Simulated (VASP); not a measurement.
Runs of VASP 6.6.1 on Ti. The structure is that of space group P6/mmm (No. 191), or close to it. The cells are those of the table. This isn't the form of Ti at room conditions, which is hcp.

| cell | gap on the mesh (eV) | pressure (GPa) |
| --- | --- | --- |
| a = 4.900, b = 4.900, c = 2.492 Å, angles 90.0, 90.0, 120.0°, 3 atoms | none | (b) |
| a = 4.533, b = 4.533, c = 2.945 Å, angles 90.0, 90.0, 120.0°, 3 atoms | none | -2.3 |
| a = 4.487, b = 4.488, c = 2.945 Å, angles 90.0, 90.0, 120.0°, 3 atoms | none | -0.3 |
| a = 4.472, b = 4.472, c = 2.719 Å, angles 90.0, 90.0, 120.0°, 3 atoms | none | 11.2 |
| a = 4.365, b = 4.365, c = 3.172 Å, angles 90.0, 90.0, 120.0°, 3 atoms | none | (a) |

Alike in all rows: task single point; level PBE; potentials or basis VASP PAW PBE potentials, release 64 (Ti_sv); no spin polarisation; k mesh 12 × 12 × 14; cutoff (eV) 520; smearing gaussian 0.15 eV.

Question: Estimate the missing entries.

Answer: (a) -1.7; (b) -0.2.

Caveats: the stress differs along the axes, from -2 to 4 GPa (at least some runs); the stress differs along the axes, from -8 to 1 GPa (at least some runs); the stress differs along the axes, from -7 to 3 GPa (at least some runs); the cell stands under pressure (at least some runs); the stress differs along the axes, from -15 to 5 GPa (at least some runs).

A gap of «none» marks levels without a gap at the run's occupations.
